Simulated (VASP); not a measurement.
Write the native input for VASP 6.6.1 that does the following.

- Task: single point
- Functional: LDA
- Potentials or basis: VASP PAW LDA potentials, release 64 (Mg)
- Cutoff: 520 eV
- k mesh: 18 × 18 × 16
- Occupations: gaussian, width 0.15 eV
- Spin: no spin polarisation
- Dipole correction: no
- Further INCAR settings: ALGO = Fast; EDIFF = 1e-07; NBANDS = 7

The structure of Mg lies in POSCAR:

```
Mg
1.0
    3.0502998005      0.0000000000      0.0228772485
   -1.5251499003      2.6416371164     -0.0114386243
    0.0228362818      0.0000000000      3.0448375700
Mg
1
Direct
    0.0000000000      0.0000000000      0.0000000000
```

This cell differs from its parent crystal: strain +0.0150 x Voigt [0, 0, 0, 0, 1, 0].

One way to write it, as run:

INCAR

```
ALGO = Fast ; EDIFF = 1E-7
ENCUT = 520 ; ISIF = 2
ISMEAR = 0 ; LASPH = True
LCHARG = False ; LREAL = False
LWAVE = False ; NBANDS = 7
NELM = 60 ; PREC = Accurate
SIGMA = 0.15
```

KPOINTS

```
k-points
0
Gamma
  18 18 16
```

Potentials or basis: VASP PAW LDA potentials, release 64 (Mg).

Command:

```console
$ cat potpaw_LDA.64/Mg/POTCAR > POTCAR
$ mpirun -np 1 vasp_std > vasp.out
```

It gave:

- Pressure: -0.8 GPa
- Band gap on the k mesh: zero (bands 1 and 2 overlap by 5.31 eV)

Caveat: the cell differs from its parent crystal (strain +0.0150 x Voigt [0, 0, 0, 0, 1, 0]).

It took 62 s on 1 thread of Intel(R) Xeon(R) Platinum 8488C (Sapphire Rapids) (shared host), peak memory 0.34 GiB.
